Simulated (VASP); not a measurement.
# MgO (scan.b) (Fm-3m) in VASP: further runs

Runs on MgO (scan.b). Level: r2SCAN. Tasks: single point.

Everything below comes from runs of VASP 6.6.1. Logs are shortened: lines on timing, memory, paths and dates and some standing lists are left out, and cuts for length are marked.

### Step 1. The cell of the first run

It takes space group Fm-3m (No. 225, cubic). Conventional cell: a = 4.287 Å, b = 4.287 Å, c = 4.287 Å, α = 90.00°, β = 90.00°, γ = 90.00°. Within 2.8 Å of Mg (site symmetry m-3m) lie 6 O at 2.14 Å. O (site symmetry m-3m) has 6 Mg at 2.14 Å within 2.8 Å.

### Step 2. Single point, r2SCAN (volume scaled by 1.06)

Input file POSCAR:

```
MgO
1.0
    0.0000000000      2.1433978412      2.1433978412
    2.1433978412      0.0000000000      2.1433978412
    2.1433978412      2.1433978412      0.0000000000
Mg O
1 1
Direct
    0.0000000000      0.0000000000      0.0000000000
    0.5000000000      0.5000000000      0.5000000000
```

Input file INCAR.step1:

```
PREC = Accurate ; ENCUT = 660
ISMEAR = 0 ; SIGMA = 0.02
LREAL = F ; LASPH = T
NELM = 120 ; NBANDS = 11
GGA = PE ; ALGO = Normal
EDIFF = 1E-5 ; LWAVE = T
LCHARG = F ; GGA_COMPAT = F
```

Input file INCAR.step2:

```
PREC = Accurate ; ENCUT = 660
EDIFF = 1E-6 ; ISMEAR = 0
SIGMA = 0.02 ; LREAL = F
LASPH = T ; NELM = 120
ALGO = Normal ; ISIF = 2
LWAVE = F ; LCHARG = F
METAGGA = R2SCAN ; LMIXTAU = T
NBANDS = 11 ; ISTART = 1
GGA_COMPAT = F
```

Input file KPOINTS:

```
regular mesh
0
Gamma
  10 10 10
```

Potentials or basis: VASP PAW PBE potentials, release 64 (Mg, O).

The run is started by

```bash
$ cat potpaw_PBE.64/Mg/POTCAR potpaw_PBE.64/O/POTCAR > POTCAR
$ cp INCAR.step1 INCAR
$ mpirun -np 1 vasp_std > vasp.out
$ cp INCAR.step2 INCAR
$ mpirun -np 1 vasp_std > vasp.out
```

OUTCAR:

```text
PREC = Accurate
   ENCUT = 660
   EDIFF = 1E-6
   ISMEAR = 0
   LREAL = F
   LASPH = T
   NELM = 120
   ISIF = 2
   METAGGA = R2SCAN
   ISTART = 1

 ion  position               nearest neighbor table
   1  0.000  0.000  0.000-   2 2.14   2 2.14   2 2.14   2 2.14   2 2.14   2 2.14
   2  0.500  0.500  0.500-   1 2.14   1 2.14   1 2.14   1 2.14   1 2.14   1 2.14

  LATTYP: Found a face centered cubic cell.
 ALAT       =     4.2867956824

  Lattice vectors:

 A1 = (   0.0000000000,   2.1433978412,   2.1433978412)
 A2 = (   2.1433978412,   0.0000000000,   2.1433978412)
 A3 = (   2.1433978412,   2.1433978412,   0.0000000000)

Analysis of symmetry for initial positions (statically):
=====================================================================
 Subroutine PRICEL returns:
 Original cell was already a primitive cell.

 Routine SETGRP: Setting up the symmetry group for a
 face centered cubic supercell.

 Subroutine GETGRP returns: Found 48 space group operations
 (whereof 48 operations were pure point group operations)
 out of a pool of 48 trial point group operations.

The static configuration has the point symmetry O_h .

Analysis of symmetry for dynamics (positions and initial velocities):
=====================================================================
 Subroutine PRICEL returns:
 Original cell was already a primitive cell.

 Routine SETGRP: Setting up the symmetry group for a
 face centered cubic supercell.

 Subroutine GETGRP returns: Found 48 space group operations
 (whereof 48 operations were pure point group operations)
 out of a pool of 48 trial point group operations.

The dynamic configuration has the point symmetry O_h .

 Subroutine INISYM returns: Found 48 space group operations
 (whereof 48 operations are pure point group operations),
 and found     1 'primitive' translations

----------------------------------------------------------------------------------------

                                     Primitive cell

  volume of cell :      19.6942

  direct lattice vectors                    reciprocal lattice vectors
     0.000000000  2.143397841  2.143397841    -0.233274472  0.233274472  0.233274472
     2.143397841  0.000000000  2.143397841     0.233274472 -0.233274472  0.233274472
     2.143397841  2.143397841  0.000000000     0.233274472  0.233274472 -0.233274472

  length of vectors
     3.031222297  3.031222297  3.031222297     0.404043238  0.404043238  0.404043238

[... 88 lines left out ...]
   POTIM  = 0.5000    time-step for ionic-motion
   TEBEG  =    0.0;   TEEND  =   0.0 temperature during run
   PSTRESS=    0.0 pullay stress
   NELECT =       8.0000    total number of electrons
   NUPDOWN=      -1.0000    fix difference up-down
   EMIN   =  10.00;   EMAX   =-10.00  energy-range for DOS
   EFERMI =   0.00;   METHOD = LEGACY
   ISMEAR =     0;   SIGMA  =   0.02  broadening in eV -4-tet -1-fermi 0-gaus
   EFERMI_NEDOS =   21; number of points for ismear=-14 and -15
   IALGO  =     38    algorithm
   IMIX   =      4    mixing-type and parameters
     AMIX     =   0.40;   BMIX     =  1.00
     AMIX_MAG =   1.60;   BMIX_MAG =  1.00
  volume/ion in A,a.u.               =       9.85        66.45
  Fermi-wavevector in a.u.,A,eV,Ry     =   1.212436  2.291171 20.000568  1.470000
  Thomas-Fermi vector in A             =   2.347920
   LORBIT       =      0    0 simple, 1 ext, 2 COOP (PROOUT), +10 PAW based schemes
   METAGGA = R2SCAN    functional components
   LHFCALC =     F    Hartree Fock is set to
   AEXX    =    0.0000 exact exchange contribution
   IVDW    =     0    specifies the selected vdW correction
   LEPSILON=     F    determine dielectric tensor
   LRPA    =     F    only Hartree local field effects (RPA)
 non-spin polarized calculation
 Gauss-broadening in eV      SIGMA  =   0.02
  energy-cutoff  :      660.00
  volume of cell :       19.69
 maximum number of plane-waves:       769
 NGX is ok and might be reduce to    28
   NGX = 13   NGY = 13   NGZ = 13

 number of electron       8.0000001 magnetization

 Free energy of the ion-electron system (eV)
  ---------------------------------------------------
  ext. energy  EPLUGINS =         0.00000000
  ---------------------------------------------------
  free energy    TOTEN  =       -16.12894293 eV

  energy without entropy =      -16.12894293  energy(sigma->0) =      -16.12894293

 E-fermi :   2.5301     XC(G=0): -11.3240

 val. band max:        2.3976011225   @ k =   0.0000   0.0000   0.0000
 cond. band min:       7.4884004801   @ k =   0.0000   0.0000   0.0000
 fundamental gap:      5.0907993576
 Fermi energy:         2.5300696386

 k-point     1 :       0.0000    0.0000    0.0000
  band No.  band energies     occupation
      1     -15.5407      2.00000
      2       2.3976      2.00000
      3       2.3976      2.00000
      4       2.3976      2.00000
      5       7.4884      0.00000
      6      18.9231      0.00000
      7      18.9231      0.00000
      8      18.9231      0.00000
      9      22.9200      0.00000
     10      24.6321      0.00000
     11      24.6321      0.00000
[... 309 lines left out ...]
 k-point    24 :       0.4000    0.3000    0.0000
  band No.  band energies     occupation
      1     -14.4509      2.00000
      2      -1.0058      2.00000
      3       1.1546      2.00000
      4       1.3554      2.00000
      5      12.4488      0.00000
      6      13.3532      0.00000
      7      16.5953      0.00000
      8      21.1604      0.00000
      9      21.3707      0.00000
     10      28.0155      0.00000
     11      29.7857      0.00000

 [... further k-points ...]

------------------------ aborting loop because EDIFF is reached ----------------------------------------

  FORCE on cell =-STRESS in cart. coord.  units (eV):
  Direction    XX          YY          ZZ          XY          YZ          ZX
  --------------------------------------------------------------------------------------
  -------------------------------------------------------------------------------------
  Total       -1.2280853     -1.2280853     -1.2280853      0.0000000      0.0000000      0.0000000
  in kB      -99.9081137    -99.9081137    -99.9081137      0.0000000      0.0000000      0.0000000
  external PRESSURE =     -99.9081137 kB  Pullay stress =       0.0000000 kB

 VOLUME and BASIS-vectors are now :
 -----------------------------------------------------------------------------
  energy-cutoff  :      660.00
  volume of cell :       19.69
      direct lattice vectors                 reciprocal lattice vectors
     0.000000000  2.143397841  2.143397841    -0.233274472  0.233274472  0.233274472
     2.143397841  0.000000000  2.143397841     0.233274472 -0.233274472  0.233274472
     2.143397841  2.143397841  0.000000000     0.233274472  0.233274472 -0.233274472

 POSITION                                       TOTAL-FORCE (eV/Angst)
 -----------------------------------------------------------------------------------
      0.00000      0.00000      0.00000         0.000000      0.000000      0.000000
      2.14340      2.14340      2.14340        -0.000000     -0.000000     -0.000000
 -----------------------------------------------------------------------------------
    total drift:                                0.000000      0.000000      0.000000

  FREE ENERGIE OF THE ION-ELECTRON SYSTEM (eV)
  ---------------------------------------------------
  free  energy   TOTEN  =       -16.1289429272 eV

  energy  without entropy=      -16.1289429272  energy(sigma->0) =      -16.12894293
```

OSZICAR.step1:

```text
N       E                     dE             d eps       ncg     rms          rms(c)
DAV:   1     0.198834681707E+02    0.19883E+02   -0.52478E+03  1154   0.788E+02
DAV:   2    -0.126353921007E+02   -0.32519E+02   -0.31109E+02  1204   0.151E+02
DAV:   3    -0.134617433168E+02   -0.82635E+00   -0.82518E+00  1265   0.209E+01
DAV:   4    -0.134642570807E+02   -0.25138E-02   -0.25137E-02  1133   0.121E+00
DAV:   5    -0.134642650033E+02   -0.79226E-05   -0.79226E-05  1214   0.696E-02    0.717E+00
DAV:   6    -0.119338401673E+02    0.15304E+01   -0.91747E+00  1073   0.164E+01    0.232E+00
DAV:   7    -0.119172842834E+02    0.16556E-01   -0.69159E-02  1127   0.230E+00    0.136E+00
DAV:   8    -0.119111555958E+02    0.61287E-02   -0.33176E-02  1085   0.204E+00    0.267E-01
DAV:   9    -0.119106824894E+02    0.47311E-03   -0.66171E-04  1172   0.182E-01    0.153E-01
DAV:  10    -0.119106176093E+02    0.64880E-04   -0.64212E-04  1130   0.191E-01    0.849E-03
DAV:  11    -0.119106184677E+02   -0.85837E-06   -0.33785E-06   646   0.156E-02
   1 F= -.11910618E+02 E0= -.11910618E+02  d E =-.271045E-16
```

Run time: 32 s. Hardware: 1 thread of Intel Xeon 6975P-C (Granite Rapids), shared host; peak memory 0.17 GiB.

What came out:

```
Free energy            : -16.1289 eV
Pressure               : -10.0 GPa
Band gap on the k mesh : 5.09 eV, direct
```

Caveat: the PAW data sets were made with another functional, which shifts forces and pressure a little.

[end of part 1 of 2]
